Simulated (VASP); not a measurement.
# MnS: single point with PBEsol

Crystal: MnS.

```
CELL_PARAMETERS angstrom
0.00000 2.60450 2.60450
2.60450 0.00000 2.60450
2.60450 2.60450 0.00000
ATOMIC_POSITIONS crystal
Mn 0.00960 0.99040 0.00960
S 0.50000 0.50000 0.50000
```

- Program: VASP 6.6.1
- Task: single point
- Functional: PBEsol
- Potentials or basis: VASP PAW PBE potentials, release 64 (Mn_pv, S)
- Cutoff: 520 eV
- k mesh: 10 × 10 × 10
- Occupations: gaussian, width 0.05 eV
- Spin: collinear spin, ferromagnetic start
- Starting moments: [4.2, 0.15] μB

The pressure is -6.7 GPa, the largest force is 0.117 eV/Å and the net moment is 4.72 μB per cell. The site moments are Mn +4.25; S +0.11 μB and the valence electrons inside the program's atomic spheres are Mn 11.31; S 3.69.

Forces in eV/Å, atoms in the order of the input:
```
Mn   0.000 -0.117  0.000
S    0.000  0.117  0.000
```

Stress tensor (GPa, compression positive):
```
-6.78  0.00  0.00
 0.00 -6.52  0.00
 0.00  0.00 -6.78
```

Levels at points of the mesh, in eV from the Fermi level:
Spin up:
```csv
k point,band 9,band 10,band 11,band 12,band 13,band 14,band 15,band 16
"(0.00, 0.00, 0.00)",-3.24,-1.81,-1.81,-1.79,1.66,8.58,8.58,8.58
"(0.50, 0.00, 0.00)",-2.81,-2.43,0.45,0.46,2.75,5.35,5.36,8.49
"(0.50, 0.50, 0.00)",-2.95,-2.67,-2.67,-2.19,0.82,5.41,10.09,11.89
"(0.50, 0.00, 0.50)",-2.99,-2.67,-2.67,-2.20,0.82,5.42,10.10,11.89
```
Spin down:
| k point | band 3 | band 4 | band 5 | band 6 | band 7 | band 8 | band 9 | band 10 | band 11 | band 12 |
| --- | --- | --- | --- | --- | --- | --- | --- | --- | --- | --- |
| (0.00, 0.00, 0.00) | -46.01 | -14.20 | -1.59 | -1.57 | -1.57 | 0.32 | 0.33 | 0.33 | 0.39 | 0.42 |
| (0.50, 0.00, 0.00) | -46.01 | -12.91 | -6.34 | -3.28 | -3.28 | 1.29 | 1.29 | 1.47 | 3.12 | 3.23 |
| (0.50, 0.50, 0.00) | -46.01 | -12.75 | -5.51 | -3.11 | -3.10 | -0.80 | 0.83 | 1.53 | 1.53 | 1.65 |
| (0.50, 0.00, 0.50) | -46.01 | -12.75 | -5.51 | -3.10 | -3.10 | -0.81 | 0.82 | 1.53 | 1.53 | 1.64 |

It used 220 s of CPU time on 1 thread of AMD EPYC 7R13 Processor (Zen 3) (shared host).

Caveat: the PAW data sets were made with another functional, which shifts forces and pressure a little; a cell with one magnetic atom can't hold antiferromagnetic order, which such compounds often take; semilocal functionals often make such compounds metallic where correlation or magnetic order opens a gap, which also shifts bond lengths. With open d or f shells a metallic result of PBEsol can be an artefact of self-interaction; +U or a hybrid may open a gap.
